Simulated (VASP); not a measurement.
# AlCo3 (Pm-3m) in VASP: further runs

AlCo3 is run at these levels: PBEsol; tasks: single point.

Everything below comes from runs of VASP 6.6.1. Logs are shortened: lines on timing, memory, paths and dates and some standing lists are left out, and cuts for length are marked.

### Step 1. The cell of the first run

It takes space group Pm-3m (No. 221, cubic). The conventional cell has a = 3.575 Å, b = 3.575 Å, c = 3.575 Å, α = 90.00°, β = 90.00°, γ = 90.00°. Al (site symmetry m-3m) has 12 Co at 2.53 Å within 3.3 Å. Within 3.3 Å of Co (site symmetry 4/mmm) lie 4 Al at 2.53 Å and 8 Co at 2.53 Å.

### Step 2. Single point, PBEsol, collinear spin, ferromagnetic start

Input file INCAR:

```
PREC = Accurate
ENCUT = 520
EDIFF = 1E-6
ISMEAR = 0
SIGMA = 0.1
LREAL = F
LASPH = T
NELM = 150
ALGO = Fast
ISIF = 2
LWAVE = F
LCHARG = T
ISPIN = 2
MAGMOM = -0.06 1.15 1.15 1.15
LORBIT = 11
NUPDOWN = 3.0
LMAXMIX = 4
GGA = PS
LELF = T
LVHAR = T
NBANDS = 27
```

Input file KPOINTS:

```
regular mesh
0
Gamma
  12 12 12
```

Input file POSCAR:

```
AlCo3
1.0
    3.5749480000      0.0000000000      0.0000000000
    0.0000000000      3.5749480000      0.0000000000
    0.0000000000      0.0000000000      3.5749480000
Al Co
1 3
Direct
    0.0000000000      0.0000000000      0.0000000000
    0.5000000000      0.5000000000      0.0000000000
    0.5000000000      0.0000000000      0.5000000000
    0.0000000000      0.5000000000      0.5000000000
```

Potentials or basis: VASP PAW PBE potentials, release 64 (Al, Co).

Started as:

```console
cat potpaw_PBE.64/Al/POTCAR potpaw_PBE.64/Co/POTCAR > POTCAR
mpirun -np 1 vasp_std > vasp.out
```

OUTCAR:

```text
PREC = Accurate
   ENCUT = 520
   EDIFF = 1E-6
   ISMEAR = 0
   LREAL = F
   LASPH = T
   NELM = 150
   ISIF = 2
   ISPIN = 2
   LORBIT = 11
   NUPDOWN = 3.0
   GGA = PS

 ion  position               nearest neighbor table
   1  0.000  0.000  0.000-   2 2.53   3 2.53   4 2.53   3 2.53   4 2.53   2 2.53   4 2.53   4 2.53
                             2 2.53   3 2.53   3 2.53   2 2.53
   2  0.500  0.500  0.000-   1 2.53   3 2.53   4 2.53   3 2.53   4 2.53   1 2.53   3 2.53   3 2.53
                             1 2.53   4 2.53   4 2.53   1 2.53
   3  0.500  0.000  0.500-   1 2.53   2 2.53   4 2.53   1 2.53   2 2.53   2 2.53   4 2.53   2 2.53
                             1 2.53   4 2.53   1 2.53   4 2.53
   4  0.000  0.500  0.500-   1 2.53   2 2.53   3 2.53   1 2.53   2 2.53   1 2.53   3 2.53   1 2.53
                             2 2.53   3 2.53   2 2.53   3 2.53

  LATTYP: Found a simple cubic cell.
 ALAT       =     3.5749480000

  Lattice vectors:

 A1 = (   3.5749480000,   0.0000000000,   0.0000000000)
 A2 = (   0.0000000000,   3.5749480000,   0.0000000000)
 A3 = (   0.0000000000,   0.0000000000,   3.5749480000)

Analysis of symmetry for initial positions (statically):
=====================================================================
 Subroutine PRICEL returns:
 Original cell was already a primitive cell.

 Routine SETGRP: Setting up the symmetry group for a
 simple cubic supercell.

 Subroutine GETGRP returns: Found 48 space group operations
 (whereof 48 operations were pure point group operations)
 out of a pool of 48 trial point group operations.

The static configuration has the point symmetry O_h .

Analysis of symmetry for dynamics (positions and initial velocities):
=====================================================================
 Subroutine PRICEL returns:
 Original cell was already a primitive cell.

 Routine SETGRP: Setting up the symmetry group for a
 simple cubic supercell.

 Subroutine GETGRP returns: Found 48 space group operations
 (whereof 48 operations were pure point group operations)
 out of a pool of 48 trial point group operations.

The dynamic configuration has the point symmetry O_h .

Analysis of structural, dynamic, and magnetic symmetry:
=====================================================================
 Subroutine PRICEL returns:
 Original cell was already a primitive cell.

 Routine SETGRP: Setting up the symmetry group for a
 simple cubic supercell.

 Subroutine GETGRP returns: Found 48 space group operations
 (whereof 48 operations were pure point group operations)
[... 134 lines left out ...]
   IVDW    =     0    specifies the selected vdW correction
   LEPSILON=     F    determine dielectric tensor
   LRPA    =     F    only Hartree local field effects (RPA)
 spin polarized calculation
 RMM-DIIS sequential band-by-band and
 Gauss-broadening in eV      SIGMA  =   0.10
  energy-cutoff  :      520.00
  volume of cell :       45.69
 maximum number of plane-waves:      1253
 NGX is ok and might be reduce to    28
   NGX = 13   NGY = 13   NGZ = 13

 number of electron      30.0000034 magnetization       3.0001281

 Free energy of the ion-electron system (eV)
  ---------------------------------------------------
  ext. energy  EPLUGINS =         0.00000000
  ---------------------------------------------------
  free energy    TOTEN  =       -27.93445120 eV

  energy without entropy =      -27.89088725  energy(sigma->0) =      -27.91266923

 E-fermi :   9.8424     XC(G=0): -12.8638

 val. band max:        9.8422327686   @ k =   0.5000   0.5000   0.0000
 cond. band min:       9.6869308637   @ k =   0.3333   0.3333   0.3333
 fundamental gap:     -0.1553019048
 Fermi energy:         9.6840980051

 spin component 1

 k-point     1 :       0.0000    0.0000    0.0000
  band No.  band energies     occupation
      1      -0.0554      1.00000
      2       5.0015      1.00000
      3       5.9665      1.00000
      4       5.9665      1.00000
      5       6.3358      1.00000
      6       6.3358      1.00000
[... 709 lines left out ...]
     26      22.8378      0.00000
     27      23.1655      0.00000

 [... further k-points ...]

 spin component 2

 k-point     1 :       0.0000    0.0000    0.0000
  band No.  band energies     occupation
      1      -0.0332      1.00000
      2       5.7985      1.00000
      3       6.6750      1.00000
      4       6.6750      1.00000
      5       7.0962      1.00000
      6       7.0962      1.00000
[... 709 lines left out ...]
     26      23.1281      0.00000
     27      23.2081      0.00000

 [... further k-points ...]

------------------------ aborting loop because EDIFF is reached ----------------------------------------

  FORCE on cell =-STRESS in cart. coord.  units (eV):
  Direction    XX          YY          ZZ          XY          YZ          ZX
  --------------------------------------------------------------------------------------
  -------------------------------------------------------------------------------------
  Total       -2.9090884     -2.9090884     -2.9090884     -0.0000000      0.0000000      0.0000000
  in kB     -102.0136558   -102.0136558   -102.0136558     -0.0000000      0.0000000      0.0000000
  external PRESSURE =    -102.0136558 kB  Pullay stress =       0.0000000 kB

 VOLUME and BASIS-vectors are now :
 -----------------------------------------------------------------------------
  energy-cutoff  :      520.00
  volume of cell :       45.69
      direct lattice vectors                 reciprocal lattice vectors
     3.574948000  0.000000000  0.000000000     0.279724348  0.000000000  0.000000000
     0.000000000  3.574948000  0.000000000     0.000000000  0.279724348  0.000000000
     0.000000000  0.000000000  3.574948000     0.000000000  0.000000000  0.279724348

 POSITION                                       TOTAL-FORCE (eV/Angst)
 -----------------------------------------------------------------------------------
      0.00000      0.00000      0.00000         0.000000      0.000000      0.000000
      1.78747      1.78747      0.00000         0.000000      0.000000      0.000000
      1.78747      0.00000      1.78747         0.000000      0.000000      0.000000
      0.00000      1.78747      1.78747         0.000000      0.000000      0.000000
 -----------------------------------------------------------------------------------
    total drift:                                0.000000      0.000000      0.000000

  FREE ENERGIE OF THE ION-ELECTRON SYSTEM (eV)
  ---------------------------------------------------
  free  energy   TOTEN  =       -27.9344511992 eV

  energy  without entropy=      -27.8908872521  energy(sigma->0) =      -27.91266923

 total charge

# of ion       s       p       d       tot
------------------------------------------
    1        0.404   0.412   0.000   0.816
    2        0.471   0.504   7.327   8.301
    3        0.471   0.504   7.327   8.301
    4        0.471   0.504   7.327   8.301
--------------------------------------------------
tot          1.816   1.923  21.980  25.720

 magnetization (x)

# of ion       s       p       d       tot
------------------------------------------
    1       -0.003  -0.030   0.000  -0.034
    2       -0.002  -0.005   1.038   1.031
    3       -0.002  -0.005   1.038   1.031
    4       -0.002  -0.005   1.038   1.031
--------------------------------------------------
tot         -0.010  -0.044   3.114   3.059
```

Wall time 96 s (1 thread of Intel Xeon 6975P-C (Granite Rapids), shared host); peak memory 0.27 GiB.

What came out:

- Free energy: -27.9345 eV
- Pressure: -10.2 GPa
- Net moment: 3.00 μB per cell
- Site moments: Al -0.03; Co +1.03 μB
- Valence electrons inside the program's atomic spheres: Al 0.82; Co 8.30

Caveat: the cell stands under tension; the PAW data sets were made with another functional, which shifts forces and pressure a little; the total moment is fixed, so each spin has its own Fermi level.

### Step 3. Single point, PBEsol, collinear spin, ferromagnetic start

Input file INCAR:

```
SYSTEM = AlCo3
PREC     = Accurate       ! precision mode
ENCUT    = 520            ! plane-wave cutoff, eV
EDIFF    = 1E-6           ! SCF threshold, eV
ISMEAR   = 0              ! smearing method
SIGMA    = 0.1            ! smearing width, eV
LREAL    = .False.        ! projectors in reciprocal space
LASPH    = .True.         ! aspherical terms in the spheres
NELM     = 150            ! most SCF steps
ALGO     = Normal         ! electronic algorithm
ISIF     = 2              ! what is computed and relaxed
LWAVE    = .False.        ! write WAVECAR
LCHARG   = .False.        ! write CHGCAR
ISPIN    = 2              ! spin polarisation
MAGMOM   = -0.04 1.68 1.68 1.68 ! initial moments
LORBIT   = 11             ! projections on sites
NUPDOWN  = 4.5            ! fixed moment
LMAXMIX  = 4              ! l up to which the mixer works
GGA      = PS             ! functional
NBANDS   = 27             ! bands
```

Input file KPOINTS:

```
regular mesh
0
Gamma
  12 12 12
  0 0 0
```

POSCAR is that of step 2.

Potentials or basis: VASP PAW PBE potentials, release 64 (Al, Co).

Started as:

```console
cat potpaw_PBE.64/Al/POTCAR potpaw_PBE.64/Co/POTCAR > POTCAR
mpirun -np 1 vasp_std > vasp.out
```

Wall time 82 s (1 thread of Intel Xeon 6975P-C (Granite Rapids), shared host); peak memory 0.27 GiB.

The run converged. Its results:

* Free energy: -27.8689 eV
* Pressure: -5.2 GPa
* Net moment: 4.50 μB per cell
* Site moments: Al -0.02; Co +1.51 μB
* Valence electrons inside the program's atomic spheres: Al 0.83; Co 8.29

Caveat: the cell stands under tension; the PAW data sets were made with another functional, which shifts forces and pressure a little; the total moment is fixed, so each spin has its own Fermi level.

### Step 4. Single point, PBEsol, collinear spin, ferromagnetic start

Input file INCAR:

```
PREC = Accurate
ENCUT = 520
EDIFF = 1E-7
ISMEAR = 0
SIGMA = 0.1
LREAL = False
LASPH = True
NELM = 150
ALGO = Normal
ISIF = 2
LWAVE = False
LCHARG = False
ISPIN = 2
MAGMOM = 0.04 2.14 2.14 2.14
LORBIT = 11
NUPDOWN = 6.0
LMAXMIX = 4
GGA = PS
NBANDS = 27
```

Input file KPOINTS:

```
regular mesh
0
Gamma
  12 12 12
```

POSCAR is that of step 3.

Started as:

```console
cat potpaw_PBE.64/Al/POTCAR potpaw_PBE.64/Co/POTCAR > POTCAR
mpirun -np 1 vasp_std > vasp.out
```

Run time: 4.2 min. Hardware: 1 thread of Intel Xeon 8259CL, shared host; peak memory 0.28 GiB.

The run converged. Its results:

* Free energy: -27.0942 eV
* Pressure: 2.6 GPa
* Net moment: 6.00 μB per cell
* Site moments: Al +0.02; Co +1.94 μB
* Valence electrons inside the program's atomic spheres: Al 0.85; Co 8.26

Caveat: the PAW data sets were made with another functional, which shifts forces and pressure a little; the total moment is fixed, so each spin has its own Fermi level.

### Step 5. Single point, PBEsol, collinear spin, ferromagnetic start

Input file INCAR:

```
ALGO     = Fast           # electronic algorithm
EDIFF    = 1E-6           # SCF threshold, eV
ENCUT    = 520            # plane-wave cutoff, eV
GGA      = PS             # functional
ISIF     = 2              # what is computed and relaxed
ISMEAR   = 0              # smearing method
ISPIN    = 2              # spin polarisation
LASPH    = T              # aspherical terms in the spheres
LCHARG   = F              # write CHGCAR
LMAXMIX  = 4              # l up to which the mixer works
LORBIT   = 11             # projections on sites
LREAL    = F              # projectors in reciprocal space
LWAVE    = F              # write WAVECAR
MAGMOM   = 0.17 2.53 2.53 2.53 # initial moments
NBANDS   = 27             # bands
NELM     = 150            # most SCF steps
NUPDOWN  = 7.5            # fixed moment
PREC     = Accurate       # precision mode
SIGMA    = 0.1            # smearing width, eV
```

Input file KPOINTS:

```
k-points
0
Gamma
  12 12 12
```

POSCAR is that of step 4.

Started as:

```console
cat potpaw_PBE.64/Al/POTCAR potpaw_PBE.64/Co/POTCAR > POTCAR
mpirun -np 1 vasp_std > vasp.out
```

Wall time 3.7 min (1 thread of Intel Xeon 8259CL, shared host); peak memory 0.28 GiB.

It converged, with:

```yaml
Free_energy: -25.3919 eV
Pressure: 11.9 GPa
Net_moment: 7.50 μB per cell
Site_moments: Al +0.10; Co +2.32 μB
Valence_electrons_inside_the_program's_atomic_spheres: Al 0.87; Co 8.22
```

Caveat: the cell stands under pressure; the PAW data sets were made with another functional, which shifts forces and pressure a little; the total moment is fixed, so each spin has its own Fermi level.

### Step 6. Single point, PBEsol, collinear spin, ferromagnetic start

Input file INCAR:

```
ALGO     = Fast           # electronic algorithm
EDIFF    = 1E-6           # SCF threshold, eV
ENCUT    = 520            # plane-wave cutoff, eV
GGA      = PS             # functional
ISIF     = 2              # what is computed and relaxed
ISMEAR   = 0              # smearing method
ISPIN    = 2              # spin polarisation
LASPH    = True           # aspherical terms in the spheres
LCHARG   = False          # write CHGCAR
LMAXMIX  = 4              # l up to which the mixer works
LORBIT   = 11             # projections on sites
LREAL    = False          # projectors in reciprocal space
LWAVE    = False          # write WAVECAR
MAGMOM   = 0.33 2.91 2.91 2.91 # initial moments
NBANDS   = 27             # bands
NELM     = 150            # most SCF steps
NUPDOWN  = 9.0            # fixed moment
PREC     = Accurate       # precision mode
SIGMA    = 0.1            # smearing width, eV
```

KPOINTS is that of step 5.

POSCAR is that of step 5.

Potentials or basis: VASP PAW PBE potentials, release 64 (Al, Co).

Started as:

```console
cat potpaw_PBE.64/Al/POTCAR potpaw_PBE.64/Co/POTCAR > POTCAR
mpirun -np 1 vasp_std > vasp.out
```

It took 3.6 min on 1 thread of Intel Xeon 8259CL, shared host; peak memory 0.28 GiB.

Results (log left out):

```
Free energy                                           : -22.2883 eV
Pressure                                              : 27.2 GPa
Net moment                                            : 9.00 μB per cell
Site moments                                          : Al +0.19; Co +2.69 μB
Valence electrons inside the program's atomic spheres : Al 0.91; Co 8.19
```

Caveat: the cell stands under pressure; the PAW data sets were made with another functional, which shifts forces and pressure a little; the total moment is fixed, so each spin has its own Fermi level.

### Step 7. Overview

| fixed moment (μB) | pressure (GPa) | moment (μB) |
| --- | --- | --- |
| 3.0 | -10.2 | 3.00 |
| 4.5 | -5.2 | 4.50 |
| 6.0 | 2.6 | 6.00 |
| 7.5 | 11.9 | 7.50 |
| 9.0 | 27.2 | 9.00 |

Alike in all rows: task single point; level PBEsol; potentials or basis VASP PAW PBE potentials, release 64 (Al, Co); spin collinear, ferromagnetic start; cell as given; k mesh 12 × 12 × 12; cutoff (eV) 520; smearing gaussian 0.1 eV.

Caveats: the PAW data sets were made with another functional, which shifts forces and pressure a little; the total moment is fixed, so each spin has its own Fermi level; the cell stands under tension (at least some runs); the cell stands under pressure (at least some runs).

Total energies depend on the potentials used, so only differences within one code and one set of settings carry meaning.
